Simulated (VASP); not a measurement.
# As (Pm-3m) in VASP: a series of runs

The runs below take As through single point, with PBE.

All numbers are computed with VASP 6.6.1; they aren't measurements. Logs are shortened: lines on timing, memory, paths and dates and some standing lists are left out, and cuts for length are marked.

### 1 The cell of the first run

Symmetry: Pm-3m, No. 221, cubic system. The conventional cell has a = 2.704 Å, b = 2.704 Å, c = 2.704 Å, α = 90.00°, β = 90.00°, γ = 90.00°. Within 3.6 Å of As (site symmetry m-3m) lie 6 As at 2.70 Å.

### 2 Single point, PBE

Input file INCAR:

```
PREC = Accurate
ENCUT = 520
EDIFF = 1E-6
ISMEAR = 0
SIGMA = 0.023
LREAL = False
LASPH = True
NELM = 60
ALGO = Normal
ISIF = 2
LWAVE = False
LCHARG = False
GGA = PE
NBANDS = 8
```

Input file KPOINTS:

```
Automatic mesh
0
Gamma
  10 10 10
```

Input file POSCAR:

```
As
1.0
    2.7036817444      0.0000000000      0.0000000000
    0.0000000000      2.7036817444      0.0000000000
    0.0000000000      0.0000000000      2.7036817444
As
1
Direct
    0.5000000000      0.5000000000      0.5000000000
```

Potentials or basis: VASP PAW PBE potentials, release 64 (As).

Run with:

```
cat potpaw_PBE.64/As/POTCAR > POTCAR
mpirun -np 1 vasp_std > vasp.out
```

OUTCAR:

```text
PREC = Accurate
   ENCUT = 520
   EDIFF = 1E-6
   ISMEAR = 0
   LREAL = False
   LASPH = True
   NELM = 60
   ISIF = 2
   GGA = PE

 ion  position               nearest neighbor table
   1  0.500  0.500  0.500-

  LATTYP: Found a simple cubic cell.
 ALAT       =     2.7036817444

  Lattice vectors:

 A1 = (   2.7036817444,   0.0000000000,   0.0000000000)
 A2 = (   0.0000000000,   2.7036817444,   0.0000000000)
 A3 = (   0.0000000000,   0.0000000000,   2.7036817444)

Analysis of symmetry for initial positions (statically):
=====================================================================
 Subroutine PRICEL returns:
 Original cell was already a primitive cell.

 Routine SETGRP: Setting up the symmetry group for a
 simple cubic supercell.

 Subroutine GETGRP returns: Found 48 space group operations
[... 9 lines left out ...]

 Routine SETGRP: Setting up the symmetry group for a
 simple cubic supercell.

 Subroutine GETGRP returns: Found 48 space group operations
[... 11 lines left out ...]
                                     Primitive cell

  volume of cell :      19.7636

  direct lattice vectors                    reciprocal lattice vectors
     2.703681744  0.000000000  0.000000000     0.369866018  0.000000000  0.000000000
     0.000000000  2.703681744  0.000000000     0.000000000  0.369866018  0.000000000
     0.000000000  0.000000000  2.703681744     0.000000000  0.000000000  0.369866018

  length of vectors
     2.703681744  2.703681744  2.703681744     0.369866018  0.369866018  0.369866018

  position of ions in fractional coordinates (direct lattice)
     0.500000000  0.500000000  0.500000000

  ion indices of the primitive-cell ions
   primitive index   ion index
                 1           1

----------------------------------------------------------------------------------------

 KPOINTS: Automatic mesh

Automatic generation of k-mesh.
 Grid dimensions read from file:
 generate k-points for:   10   10   10

 Generating k-lattice:

  Cartesian coordinates                     Fractional coordinates (reciprocal lattice)
     0.036986602  0.000000000  0.000000000     0.100000000  0.000000000  0.000000000
     0.000000000  0.036986602  0.000000000     0.000000000  0.100000000  0.000000000
     0.000000000  0.000000000  0.036986602     0.000000000  0.000000000  0.100000000

  Length of vectors
     0.036986602  0.036986602  0.036986602

  Shift w.r.t. Gamma in fractional coordinates (k-lattice)
     0.000000000  0.000000000  0.000000000

 Subroutine IBZKPT returns following result:
 ===========================================

 Found     56 irreducible k-points:

 Following reciprocal coordinates:
            Coordinates               Weight
  0.000000  0.000000  0.000000      1.000000
  0.100000  0.000000  0.000000      6.000000
  0.200000  0.000000  0.000000      6.000000
  0.300000  0.000000  0.000000      6.000000
  0.400000  0.000000  0.000000      6.000000
  0.500000  0.000000  0.000000      3.000000
[... 16 lines left out ...]
  0.200000  0.100000  0.100000     24.000000
  0.300000  0.100000  0.100000     24.000000
 [... further k-points ...]
   k-points           NKPTS =     56   k-points in BZ     NKDIM =     56   number of bands    NBANDS=      8
   number of dos      NEDOS =    301   number of ions     NIONS =      1
   total plane-waves  NPLWV =   8000
   dimension x,y,z NGX =    20 NGY =   20 NGZ =   20
   dimension x,y,z NGXF=    40 NGYF=   40 NGZF=   40
   ions per type =               1
   NGX,Y,Z   is equivalent  to a cutoff of  12.30, 12.30, 12.30 a.u.
   NGXF,Y,Z  is equivalent  to a cutoff of  24.60, 24.60, 24.60 a.u.
 SYSTEM =  unknown system
   PREC   = accura    normal or accurate (medium, high low for compatibility)
   ISTART =      0    job   : 0-new  1-cont  2-samecut
   ICHARG =      2    charge: 1-file 2-atom 10-const
   ISPIN  =      1    spin polarized calculation?
   LNONCOLLINEAR =      F non collinear calculations
   LSORBIT =      F    spin-orbit coupling
   LASPH  =      T    aspherical Exc in radial PAW
   ENCUT  =  520.0 eV  38.22 Ry    6.18 a.u.   5.03  5.03  5.03*2*pi/ulx,y,z
   NELM   =     60;   NELMIN=  2; NELMDL= -5     # of ELM steps
   EDIFF  = 0.1E-05   stopping-criterion for ELM
   LREAL  =      F    real-space projection
   EDIFFG = 0.1E-04   stopping-criterion for IOM
   NSW    =      0    number of steps for IOM
   IBRION =     -1    ionic relax: 0-MD 1-quasi-New 2-CG
   NFREE  =      0    steps in history (QN), initial steepest desc. (CG)
   ISIF   =      2    stress and relaxation
   ISYM   =      2    0-nonsym 1-usesym 2-fastsym
   POTIM  = 0.5000    time-step for ionic-motion
   TEBEG  =    0.0;   TEEND  =   0.0 temperature during run
   PSTRESS=    0.0 pullay stress
   NELECT =       5.0000    total number of electrons
   NUPDOWN=      -1.0000    fix difference up-down
   EMIN   =  10.00;   EMAX   =-10.00  energy-range for DOS
   EFERMI =   0.00;   METHOD = LEGACY
   ISMEAR =     0;   SIGMA  =   0.02  broadening in eV -4-tet -1-fermi 0-gaus
   EFERMI_NEDOS =   21; number of points for ismear=-14 and -15
   IALGO  =     38    algorithm
   IMIX   =      4    mixing-type and parameters
     AMIX     =   0.40;   BMIX     =  1.00
     AMIX_MAG =   1.60;   BMIX_MAG =  1.00
  volume/ion in A,a.u.               =      19.76       133.37
  Fermi-wavevector in a.u.,A,eV,Ry     =   1.035403  1.956627 14.586243  1.072059
  Thomas-Fermi vector in A             =   2.169744
   LORBIT       =      0    0 simple, 1 ext, 2 COOP (PROOUT), +10 PAW based schemes
   GGA     = PE    functional components
   LHFCALC =     F    Hartree Fock is set to
   AEXX    =    0.0000 exact exchange contribution
   IVDW    =     0    specifies the selected vdW correction
   LEPSILON=     F    determine dielectric tensor
   LRPA    =     F    only Hartree local field effects (RPA)
 non-spin polarized calculation
 Gauss-broadening in eV      SIGMA  =   0.02
  energy-cutoff  :      520.00
  volume of cell :       19.76
 maximum number of plane-waves:       554
   NGX = 11   NGY = 11   NGZ = 11

 number of electron       5.0000001 magnetization

 Free energy of the ion-electron system (eV)
  ---------------------------------------------------
  ext. energy  EPLUGINS =         0.00000000
  ---------------------------------------------------
  free energy    TOTEN  =        -4.56750047 eV

  energy without entropy =       -4.56735586  energy(sigma->0) =       -4.56742816

 E-fermi :   5.9201     XC(G=0): -10.4292

 val. band max:        5.9050599433   @ k =   0.3000   0.3000   0.3000
 cond. band min:       5.9394298767   @ k =   0.2000   0.2000   0.0000
 fundamental gap:      0.0343699334
 Fermi energy:         5.9201461806

 k-point     1 :       0.0000    0.0000    0.0000
  band No.  band energies     occupation
      1      -9.0399      2.00000
      2      10.0959      0.00000
      3      10.0959      0.00000
      4      10.0959      0.00000
      5      14.4358      0.00000
      6      14.4358      0.00000
      7      16.5018      0.00000
      8      30.8537      0.00000

 k-point     2 :       0.1000    0.0000    0.0000
  band No.  band energies     occupation
      1      -8.8559      2.00000
      2       8.0486      0.00000
      3      10.2579      0.00000
      4      10.2579      0.00000
      5      14.6003      0.00000
      6      15.6657      0.00000
      7      17.8050      0.00000
      8      28.5085      0.00000

 k-point     3 :       0.2000    0.0000    0.0000
  band No.  band energies     occupation
      1      -8.3140      2.00000
      2       4.9778      2.00000
      3      10.7203      0.00000
      4      10.7203      0.00000
      5      15.0814      0.00000
      6      16.4927      0.00000
      7      21.3709      0.00000
      8      25.6056      0.00000

 k-point     4 :       0.3000    0.0000    0.0000
  band No.  band energies     occupation
      1      -7.4596      2.00000
      2       2.1735      2.00000
      3      11.3966      0.00000
      4      11.3966      0.00000
      5      15.8275      0.00000
      6      17.4542      0.00000
      7      23.1334      0.00000
      8      23.1334      0.00000

 k-point     5 :       0.4000    0.0000    0.0000
  band No.  band energies     occupation
      1      -6.4576      2.00000
      2      -0.0295      2.00000
      3      12.0797      0.00000
      4      12.0797      0.00000
      5      16.6693      0.00000
      6      18.7375      0.00000
      7      21.3630      0.00000
      8      21.3630      0.00000

 k-point     6 :       0.5000    0.0000    0.0000
  band No.  band energies     occupation
      1      -5.8966      2.00000
      2      -0.9949      2.00000
      3      12.3927      0.00000
      4      12.3927      0.00000
      5      17.1116      0.00000
      6      20.0721      0.00000
      7      20.6863      0.00000
      8      20.6863      0.00000

 k-point     7 :       0.1000    0.1000    0.0000
  band No.  band energies     occupation
      1      -8.6718      2.00000
      2       8.0519      0.00000
      3       8.3959      0.00000
      4      10.4197      0.00000
      5      15.2625      0.00000
      6      17.1649      0.00000
      7      18.2758      0.00000
      8      26.1942      0.00000
[... 133 lines left out ...]
 k-point    20 :       0.5000    0.4000    0.0000
  band No.  band energies     occupation
      1      -3.2345      2.00000
      2       1.2704      2.00000
      3       2.6946      2.00000
      4       9.2469      0.00000
      5      14.2757      0.00000
      6      21.5225      0.00000
      7      22.9394      0.00000
      8      23.8984      0.00000

 k-point    21 :       0.5000    0.5000    0.0000
  band No.  band energies     occupation
      1      -2.6125      2.00000
      2       1.6747      2.00000
      3       1.6747      2.00000
      4       8.4520      0.00000
      5      14.5613      0.00000
      6      22.4031      0.00000
      7      23.3905      0.00000
      8      23.3905      0.00000

 k-point    22 :       0.1000    0.1000    0.1000
  band No.  band energies     occupation
      1      -8.4878      2.00000
      2       8.2165      0.00000
      3       8.2165      0.00000
      4       8.7686      0.00000
      5      17.3240      0.00000
      6      17.3240      0.00000
      7      18.6143      0.00000
      8      26.2353      0.00000

 k-point    23 :       0.2000    0.1000    0.1000
  band No.  band energies     occupation
      1      -7.9459      2.00000
      2       5.3102      2.00000
      3       8.6893      0.00000
      4       9.1245      0.00000
      5      17.7842      0.00000
      6      18.4870      0.00000
      7      21.1557      0.00000
      8      23.1992      0.00000

 k-point    24 :       0.3000    0.1000    0.1000
  band No.  band energies     occupation
      1      -7.0913      2.00000
      2       2.5189      2.00000
      3       9.3903      0.00000
      4       9.8826      0.00000
      5      18.4682      0.00000
      6      18.4785      0.00000
      7      20.6551      0.00000
      8      21.4383      0.00000

 [... further k-points ...]
[... 5 lines left out ...]
  --------------------------------------------------------------------------------------
  -------------------------------------------------------------------------------------
  Total        0.3035093      0.3035093      0.3035093     -0.0000000     -0.0000000      0.0000000
  in kB       24.6045781     24.6045781     24.6045781     -0.0000000     -0.0000000      0.0000000
  external PRESSURE =      24.6045781 kB  Pullay stress =       0.0000000 kB

 VOLUME and BASIS-vectors are now :
 -----------------------------------------------------------------------------
  energy-cutoff  :      520.00
  volume of cell :       19.76
      direct lattice vectors                 reciprocal lattice vectors
     2.703681744  0.000000000  0.000000000     0.369866018  0.000000000  0.000000000
     0.000000000  2.703681744  0.000000000     0.000000000  0.369866018  0.000000000
     0.000000000  0.000000000  2.703681744     0.000000000  0.000000000  0.369866018

 POSITION                                       TOTAL-FORCE (eV/Angst)
 -----------------------------------------------------------------------------------
      1.35184      1.35184      1.35184         0.000000      0.000000      0.000000
 -----------------------------------------------------------------------------------
    total drift:                                0.000000     -0.000000      0.000000

  FREE ENERGIE OF THE ION-ELECTRON SYSTEM (eV)
  ---------------------------------------------------
  free  energy   TOTEN  =        -4.5675004689 eV

  energy  without entropy=       -4.5673558563  energy(sigma->0) =       -4.56742816
```

It took 5.6 s on 1 thread of Intel Xeon Platinum 8488C (Sapphire Rapids), shared host; peak memory 0.12 GiB.

Results:

```yaml
Free_energy: -4.5675 eV
Pressure: 2.5 GPa
```

Levels at points of the mesh, in eV from the Fermi level:
```csv
k point,band 1,band 2,band 3,band 4,band 5
"(0.00, 0.00, 0.00)",-14.96,4.18,4.18,4.18,8.52
"(0.50, 0.00, 0.00)",-11.82,-6.92,6.47,6.47,11.19
"(0.50, 0.50, 0.00)",-8.53,-4.25,-4.25,2.53,8.64
"(0.50, 0.50, 0.50)",-4.90,-1.80,-1.80,-1.80,5.96
```

### 3 Single point, PBE

Input file INCAR:

```
  PREC = Accurate
  ENCUT = 520
  EDIFF = 1E-7
  ISMEAR = 0
  SIGMA = 0.024
  LREAL = False
  LASPH = True
  NELM = 80
  ALGO = Normal
  ISIF = 2
  LWAVE = False
  LCHARG = True
  GGA = PE
  LELF = True
  LVHAR = True
  NBANDS = 8
```

Input file KPOINTS:

```
regular mesh
0
Gamma
  10 10 10
```

POSCAR is that of step 2.

Potentials or basis: VASP PAW PBE potentials, release 64 (As).

Run with:

```
cat potpaw_PBE.64/As/POTCAR > POTCAR
mpirun -np 1 vasp_std > vasp.out
```

It took 4.3 s on 1 thread of Intel Xeon Platinum 8488C (Sapphire Rapids), shared host; peak memory 0.12 GiB.

The run converged. Its results:

```yaml
Free_energy: -4.5675 eV
Pressure: 2.5 GPa
```

Levels at points of the mesh, in eV from the Fermi level:
```tsv
k point	band 1	band 2	band 3	band 4	band 5
(0.00, 0.00, 0.00)	-14.96	4.18	4.18	4.18	8.52
(0.50, 0.00, 0.00)	-11.82	-6.91	6.47	6.47	11.19
(0.50, 0.50, 0.00)	-8.53	-4.25	-4.25	2.53	8.64
(0.50, 0.50, 0.50)	-4.90	-1.80	-1.80	-1.80	5.96
```
